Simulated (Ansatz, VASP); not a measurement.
**Na3HfTe3 in VASP and in Ansatz**

```xyz
7
Lattice="5.9893 0.0000 0.0000 -2.9947 5.1869 0.0000 0.0000 0.0000 6.4724" Properties=species:S:1:pos:R:3 pbc="T T T"
Na    0.0000    3.4580    3.6130
Na    2.9947    1.7290    2.8594
Na    0.0000    0.0000    3.2362
Hf    0.0000    0.0000    0.0000
Te    2.9947    0.0000    0.0000
Te   -1.4973    2.5935    0.0000
Te    1.4973    2.5935    0.0000
```

Alike in both runs: task single point; functional PBE; k mesh 3 × 3 × 4; occupations gaussian, width 0.1 eV; no spin polarisation.

```csv
,VASP,Ansatz
version,VASP 6.6.1,Ansatz 0.2.0
potentials or method,"VASP PAW PBE potentials, release 64 (Na_pv, Hf_pv, Te), cutoff 520 eV","scalar-relativistic, plane waves, PAW"
valence electrons in the cell,49,101
```

|  | VASP | Ansatz | Ansatz less VASP |
| --- | --- | --- | --- |
| gap on the k mesh at the Fermi level (eV) | none | none | - |
| pressure (GPa) | 6.5 | 6.6 | +0.06 |
| traceless stress, the component that is largest in VASP (GPa) | -7.17 | -7.24 | -0.069 |
| rms of the force components (eV/Å) | 0.013 | 0.012 | -0.0011 |

Atom by atom the forces differ by 0.001 eV/Å (rms over components). A gap of «none» marks a metal or a gap that the smearing closes. VASP's potentials hold 49 valence electrons a cell and Ansatz's 101, so a difference there can come from the potentials and not from the codes.

The k mesh is coarse, so the values compare programs but aren't converged. Spin-orbit coupling is off throughout.
